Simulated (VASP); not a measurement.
# ZnS (F-43m) in VASP: single point with HSE06

Aim: the single point of ZnS with HSE06.

All numbers are computed with VASP 6.6.1; they aren't measurements. Logs are shortened: lines on timing, memory, paths and dates and some standing lists are left out, and cuts for length are marked.

### 1 The cell of the first run

Symmetry: F-43m, No. 216, cubic system. The conventional cell has a = 5.356 Å, b = 5.356 Å, c = 5.356 Å, α = 90.00°, β = 90.00°, γ = 90.00°. Within 3.1 Å of Zn (site symmetry -43m) lie 4 S at 2.32 Å. Within 3.1 Å of S (site symmetry -43m) lie 4 Zn at 2.32 Å.

### 2 Single point, HSE06

Input file POSCAR:

```
ZnS
1.0
    0.0000000000      2.6781727572      2.6781727572
    2.6781727572      0.0000000000      2.6781727572
    2.6781727572      2.6781727572      0.0000000000
Zn S
1 1
Direct
    0.0000000000      0.0000000000      0.0000000000
    0.7500000000      0.7500000000      0.7500000000
```

Input file INCAR.step1:

```
ALGO = Normal
EDIFF = 1E-5
ENCUT = 400
GGA = PE
GGA_COMPAT = False
ISIF = 2
ISMEAR = 0
LASPH = True
LCHARG = False
LREAL = False
LWAVE = True
NBANDS = 16
NELM = 120
PREC = Accurate
SIGMA = 0.01
```

Input file INCAR.step2:

```
ALGO = Normal
EDIFF = 1E-6
ENCUT = 400
GGA = PE
GGA_COMPAT = False
HFSCREEN = 0.2079
ISIF = 2
ISMEAR = 0
ISTART = 1
LASPH = True
LCHARG = False
LHFCALC = True
LREAL = False
LWAVE = False
NBANDS = 16
NELM = 120
PREC = Accurate
PRECFOCK = Normal
SIGMA = 0.01
```

Input file KPOINTS:

```
k-points
0
Gamma
  6 6 6
```

Potentials or basis: VASP PAW PBE potentials, release 64 (Zn, S).

On the command line:

```console
cat potpaw_PBE.64/Zn/POTCAR potpaw_PBE.64/S/POTCAR > POTCAR
cp INCAR.step1 INCAR
mpirun -np 1 vasp_std > vasp.out
cp INCAR.step2 INCAR
mpirun -np 1 vasp_std > vasp.out
```

OUTCAR:

```text
EDIFF = 1E-6
   ENCUT = 400
   GGA = PE
   HFSCREEN = 0.2079
   ISIF = 2
   ISMEAR = 0
   ISTART = 1
   LASPH = True
   LHFCALC = True
   LREAL = False
   NELM = 120
   PREC = Accurate
   PRECFOCK = Normal

 ion  position               nearest neighbor table
   1  0.000  0.000  0.000-   2 2.32   2 2.32   2 2.32   2 2.32
   2  0.750  0.750  0.750-   1 2.32   1 2.32   1 2.32   1 2.32

  LATTYP: Found a face centered cubic cell.
 ALAT       =     5.3563455144

  Lattice vectors:

 A1 = (   0.0000000000,   2.6781727572,   2.6781727572)
 A2 = (   2.6781727572,   0.0000000000,   2.6781727572)
 A3 = (   2.6781727572,   2.6781727572,   0.0000000000)

Analysis of symmetry for initial positions (statically):
=====================================================================
 Subroutine PRICEL returns:
 Original cell was already a primitive cell.

 Routine SETGRP: Setting up the symmetry group for a
 face centered cubic supercell.

 Subroutine GETGRP returns: Found 24 space group operations
 (whereof 24 operations were pure point group operations)
 out of a pool of 48 trial point group operations.

The static configuration has the point symmetry T_d .

Analysis of symmetry for dynamics (positions and initial velocities):
=====================================================================
 Subroutine PRICEL returns:
 Original cell was already a primitive cell.

 Routine SETGRP: Setting up the symmetry group for a
 face centered cubic supercell.

 Subroutine GETGRP returns: Found 24 space group operations
 (whereof 24 operations were pure point group operations)
 out of a pool of 48 trial point group operations.

The dynamic configuration has the point symmetry T_d .

 Subroutine INISYM returns: Found 24 space group operations
 (whereof 24 operations are pure point group operations),
 and found     1 'primitive' translations

----------------------------------------------------------------------------------------

                                     Primitive cell

  volume of cell :      38.4190

  direct lattice vectors                    reciprocal lattice vectors
     0.000000000  2.678172757  2.678172757    -0.186694454  0.186694454  0.186694454
     2.678172757  0.000000000  2.678172757     0.186694454 -0.186694454  0.186694454
     2.678172757  2.678172757  0.000000000     0.186694454  0.186694454 -0.186694454

  length of vectors
     3.787508236  3.787508236  3.787508236     0.323364279  0.323364279  0.323364279

  position of ions in fractional coordinates (direct lattice)
     0.000000000  0.000000000  0.000000000
     0.750000000  0.750000000  0.750000000

  ion indices of the primitive-cell ions
   primitive index   ion index
                 1           1
                 2           2

----------------------------------------------------------------------------------------

 KPOINTS: k-points

Automatic generation of k-mesh.
 Grid dimensions read from file:
 generate k-points for:    6    6    6

 Generating k-lattice:

  Cartesian coordinates                     Fractional coordinates (reciprocal lattice)
    -0.031115742  0.031115742  0.031115742     0.166666667  0.000000000  0.000000000
     0.031115742 -0.031115742  0.031115742     0.000000000  0.166666667  0.000000000
     0.031115742  0.031115742 -0.031115742     0.000000000  0.000000000  0.166666667

  Length of vectors
     0.053894047  0.053894047  0.053894047

  Shift w.r.t. Gamma in fractional coordinates (k-lattice)
     0.000000000  0.000000000  0.000000000

 Subroutine IBZKPT returns following result:
 ===========================================

 Found     16 irreducible k-points:

 Following reciprocal coordinates:
            Coordinates               Weight
  0.000000  0.000000  0.000000      1.000000
  0.166667  0.000000  0.000000      8.000000
  0.333333  0.000000  0.000000      8.000000
  0.500000  0.000000  0.000000      4.000000
  0.166667  0.166667  0.000000      6.000000
  0.333333  0.166667  0.000000     24.000000
[... 8 lines left out ...]
 -0.333333  0.333333  0.166667     24.000000
 -0.333333  0.500000  0.166667     12.000000
   k-points           NKPTS =     16   k-points in BZ     NKDIM =    216   number of bands    NBANDS=     16
   number of dos      NEDOS =    301   number of ions     NIONS =      2
   total plane-waves  NPLWV =  21952
   dimension x,y,z NGX =    28 NGY =   28 NGZ =   28
   dimension x,y,z NGXF=    56 NGYF=   56 NGZF=   56
   ions per type =               1   1
   NGX,Y,Z   is equivalent  to a cutoff of  12.29, 12.29, 12.29 a.u.
   NGXF,Y,Z  is equivalent  to a cutoff of  24.58, 24.58, 24.58 a.u.
 SYSTEM =  unknown system
   PREC   = accura    normal or accurate (medium, high low for compatibility)
   ISTART =      1    job   : 0-new  1-cont  2-samecut
   ICHARG =      0    charge: 1-file 2-atom 10-const
   ISPIN  =      1    spin polarized calculation?
   LNONCOLLINEAR =      F non collinear calculations
   LSORBIT =      F    spin-orbit coupling
   LASPH  =      T    aspherical Exc in radial PAW
   ENCUT  =  400.0 eV  29.40 Ry    5.42 a.u.   6.18  6.18  6.18*2*pi/ulx,y,z
   NELM   =    120;   NELMIN=  2; NELMDL=  0     # of ELM steps
   EDIFF  = 0.1E-05   stopping-criterion for ELM
   LREAL  =      F    real-space projection
   EDIFFG = 0.1E-04   stopping-criterion for IOM
   NSW    =      0    number of steps for IOM
   IBRION =     -1    ionic relax: 0-MD 1-quasi-New 2-CG
   NFREE  =      0    steps in history (QN), initial steepest desc. (CG)
   ISIF   =      2    stress and relaxation
   ISYM   =      3    0-nonsym 1-usesym 2-fastsym
   POTIM  = 0.5000    time-step for ionic-motion
   TEBEG  =    0.0;   TEEND  =   0.0 temperature during run
   PSTRESS=    0.0 pullay stress
   NELECT =      18.0000    total number of electrons
   NUPDOWN=      -1.0000    fix difference up-down
   EMIN   =  10.00;   EMAX   =-10.00  energy-range for DOS
   EFERMI =   0.00;   METHOD = LEGACY
   ISMEAR =     0;   SIGMA  =   0.01  broadening in eV -4-tet -1-fermi 0-gaus
   EFERMI_NEDOS =   21; number of points for ismear=-14 and -15
   IALGO  =     38    algorithm
   IMIX   =      1    mixing-type and parameters
     AMIX     =   0.40;   BMIX     =  1.00
     AMIX_MAG =   1.60;   BMIX_MAG =  1.00
  volume/ion in A,a.u.               =      19.21       129.63
  Fermi-wavevector in a.u.,A,eV,Ry     =   1.271502  2.402791 21.996778  1.616718
  Thomas-Fermi vector in A             =   2.404432
   LORBIT       =      0    0 simple, 1 ext, 2 COOP (PROOUT), +10 PAW based schemes
   GGA     = PE    functional components
   LHFCALC =     T    Hartree Fock is set to
   PRECFOCK=normal    Normal, Fast or Accurate (Low or Medium for compatibility)
   ENCUT4O =  -1.0   cutoff for four orbital integrals eV
   NKREDX  =     1    reduce k-point grid by
   NKREDY  =     1    reduce k-point grid by
   NKREDZ  =     1    reduce k-point grid by
   AEXX    =    0.2500 exact exchange contribution
   HFSCREEN=    0.2079 screening length (either q_TF or 0.3 A-1)
   HFSCREENC=   0.2079 screening length for correlation (either q_TF or 0.3 A-1)
   ENCUTFOCK=  -1.0 apply spherical cutoff to Coloumb kernel
   IVDW    =     0    specifies the selected vdW correction
   LEPSILON=     F    determine dielectric tensor
   LRPA    =     F    only Hartree local field effects (RPA)
 non-spin polarized calculation
 Gauss-broadening in eV      SIGMA  =   0.01
  energy-cutoff  :      400.00
  volume of cell :       38.42
 maximum number of plane-waves:       725
 NGX is ok and might be reduce to    28
  NGX = 20; NGY = 20; NGZ = 20

 number of electron      18.0000016 magnetization

 Free energy of the ion-electron system (eV)
  ---------------------------------------------------
  ext. energy  EPLUGINS =         0.00000000
  ---------------------------------------------------
  free energy    TOTEN  =        -8.35543538 eV

  energy without entropy =       -8.35543538  energy(sigma->0) =       -8.35543538

 E-fermi :   1.6873     XC(G=0):  -8.0708

 val. band max:        1.6308844116   @ k =   0.0000   0.0000   0.0000
 cond. band min:       5.0826012544   @ k =   0.0000   0.0000   0.0000
 fundamental gap:      3.4517168428
 Fermi energy:         1.6873139231

 k-point     1 :       0.0000    0.0000    0.0000
  band No.  band energies     occupation
      1     -12.8904      2.00000
      2      -6.3093      2.00000
      3      -6.3093      2.00000
      4      -6.3093      2.00000
      5      -5.8340      2.00000
      6      -5.8340      2.00000
[... 8 lines left out ...]
     15      14.8648      0.00000
     16      15.1790      0.00000

 k-point     2 :       0.1667    0.0000    0.0000
  band No.  band energies     occupation
      1     -12.6620      2.00000
      2      -6.2738      2.00000
      3      -6.2738      2.00000
      4      -6.2722      2.00000
      5      -5.8359      2.00000
      6      -5.8359      2.00000
[... 8 lines left out ...]
     15      13.9783      0.00000
     16      15.8281      0.00000

 k-point     3 :       0.3333    0.0000    0.0000
  band No.  band energies     occupation
      1     -12.1462      2.00000
      2      -6.2153      2.00000
      3      -6.2153      2.00000
      4      -6.0321      2.00000
      5      -5.8236      2.00000
      6      -5.8236      2.00000
[... 8 lines left out ...]
     15      14.6919      0.00000
     16      14.9237      0.00000

 k-point     4 :       0.5000    0.0000    0.0000
  band No.  band energies     occupation
      1     -11.8501      2.00000
      2      -6.1945      2.00000
      3      -6.1945      2.00000
      4      -5.8068      2.00000
      5      -5.8068      2.00000
      6      -5.5850      2.00000
[... 8 lines left out ...]
     15      16.7164      0.00000
     16      16.7164      0.00000
[... 172 lines left out ...]
 k-point    14 :       0.5000    0.3333    0.1667
  band No.  band energies     occupation
      1     -11.7915      2.00000
      2      -6.1634      2.00000
      3      -6.1284      2.00000
      4      -5.9812      2.00000
      5      -5.8078      2.00000
      6      -5.7032      2.00000
[... 8 lines left out ...]
     15      17.3724      0.00000
     16      18.0415      0.00000

 k-point    15 :      -0.3333    0.3333    0.1667
  band No.  band energies     occupation
      1     -11.5920      2.00000
      2      -6.1498      2.00000
      3      -6.0898      2.00000
      4      -5.8862      2.00000
      5      -5.8321      2.00000
      6      -5.4391      2.00000
[... 8 lines left out ...]
     15      17.0791      0.00000
     16      17.8843      0.00000

 k-point    16 :      -0.3333    0.5000    0.1667
  band No.  band energies     occupation
      1     -11.5006      2.00000
      2      -6.1529      2.00000
      3      -6.0369      2.00000
      4      -5.9303      2.00000
      5      -5.8080      2.00000
      6      -5.4052      2.00000
[... 8 lines left out ...]
     15      17.3372      0.00000
     16      18.1938      0.00000

------------------------ aborting loop because EDIFF is reached ----------------------------------------

  FORCE on cell =-STRESS in cart. coord.  units (eV):
  Direction    XX          YY          ZZ          XY          YZ          ZX
  --------------------------------------------------------------------------------------
  -------------------------------------------------------------------------------------
  Total        0.6769329      0.6769329      0.6769329      0.0000000      0.0000000      0.0000000
  in kB       28.2299731     28.2299731     28.2299731      0.0000000      0.0000000      0.0000000
  external PRESSURE =      28.2299731 kB  Pullay stress =       0.0000000 kB

 VOLUME and BASIS-vectors are now :
 -----------------------------------------------------------------------------
  energy-cutoff  :      400.00
  volume of cell :       38.42
      direct lattice vectors                 reciprocal lattice vectors
     0.000000000  2.678172757  2.678172757    -0.186694454  0.186694454  0.186694454
     2.678172757  0.000000000  2.678172757     0.186694454 -0.186694454  0.186694454
     2.678172757  2.678172757  0.000000000     0.186694454  0.186694454 -0.186694454

 POSITION                                       TOTAL-FORCE (eV/Angst)
 -----------------------------------------------------------------------------------
      0.00000      0.00000      0.00000        -0.000000     -0.000000     -0.000000
      4.01726      4.01726      4.01726         0.000000      0.000000      0.000000
 -----------------------------------------------------------------------------------
    total drift:                               -0.000160     -0.000103     -0.000078

  FREE ENERGIE OF THE ION-ELECTRON SYSTEM (eV)
  ---------------------------------------------------
  free  energy   TOTEN  =        -8.3554353820 eV

  energy  without entropy=       -8.3554353820  energy(sigma->0) =       -8.35543538
```

Run time: 50 min. Hardware: 1 thread of AMD EPYC 7R43 (Zen 3), shared host; peak memory 0.22 GiB.

Results:

```
Free energy            : -8.3554 eV
Pressure               : 2.8 GPa
Band gap on the k mesh : 3.45 eV
```

Levels at points of the mesh, in eV from the valence-band top:
```csv
k point,band 6,band 7,band 8,band 9,band 10,band 11,band 12,band 13
"(0.00, 0.00, 0.00)",-7.46,0.00,0.00,0.00,3.45,7.66,7.66,7.66
"(0.50, 0.00, 0.00)",-7.22,-5.79,-0.96,-0.96,4.60,8.17,8.17,10.31
"(0.50, 0.50, 0.00)",-7.18,-5.12,-2.45,-2.45,4.32,5.25,12.77,13.90
```

Caveat: the PAW data sets were made with another functional, which shifts forces and pressure a little.
